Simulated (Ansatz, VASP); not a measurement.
# AlN in VASP and in Ansatz

```
Al N
1.0
     0.00000    2.30557    1.95973
     2.30557    0.00000    1.95973
     2.30557    2.30557    0.00000
Al N
1 1
Direct
  0.00000 0.00000 0.00000
  0.75000 0.75000 0.75000
```

Alike in both runs: task single point; functional r2SCAN; k mesh 10 × 10 × 10; occupations gaussian, width 0.05 eV; no spin polarisation.

|  | VASP | Ansatz |
| --- | --- | --- |
| version | VASP 6.6.1 | Ansatz 0.2.0 |
| potentials or method | VASP PAW PBE potentials, release 64 (Al, N), cutoff 520 eV | scalar-relativistic, plane waves, PAW |
| valence electrons in the cell | 8 | 8 |

Ansatz gave:

* gap on the k mesh at the Fermi level (eV): 3.35
* least direct gap on the mesh (eV): 4.40
* pressure (GPa): -2.1
* traceless stress, the component that is largest in VASP (GPa): 9.74

What did VASP give for the same quantities?

gap on the k mesh at the Fermi level (eV): 3.34; least direct gap on the mesh (eV): 4.43; pressure (GPa): -2.5; traceless stress, the component that is largest in VASP (GPa): 9.81.

VASP's potentials were made for PBE, not for r2SCAN.
